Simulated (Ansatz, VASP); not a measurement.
KTaO3 in VASP and in Ansatz

```
K Ta O
1.0
     3.99013   -0.02993    0.00000
    -0.02993    3.99013    0.00000
     0.00000    0.00000    3.99013
K Ta O
1 1 3
Direct
  0.00000 0.00000 0.00000
  0.50000 0.50000 0.50000
  0.50000 0.50000 0.00000
  0.50000 0.00000 0.50000
  0.00000 0.50000 0.50000
```

Change from the starting cell: shear_xy strain -1.5%.

Alike in both runs: task single point; functional r2SCAN; k mesh 6 × 6 × 6; no spin polarisation.

|  | VASP | Ansatz |
| --- | --- | --- |
| version | VASP 6.6.1 | Ansatz 0.2.0 |
| potentials or method | VASP PAW PBE potentials, release 64 (K_sv, Ta_pv, O) | plane waves, PAW |
| plane-wave cutoff (eV) | 520 | 500 |
| occupations | gaussian, width 0.01 eV | fixed |
| valence electrons in the cell | 38 | 40 |

|  | VASP | Ansatz | Ansatz less VASP |
| --- | --- | --- | --- |
| gap on the k mesh at the Fermi level (eV) | 2.57 | 2.60 | +0.031 |
| pressure (GPa) | 0.9 | 0.0 | -0.92 |
| traceless stress, the component that is largest in VASP (GPa) | 1.62 | 1.62 | 0.000 |

VASP's potentials were made for PBE, not for r2SCAN. VASP's potentials hold 38 valence electrons a cell and Ansatz's 40, so a difference there can come from the potentials and not from the codes.

Spin-orbit coupling is off throughout.
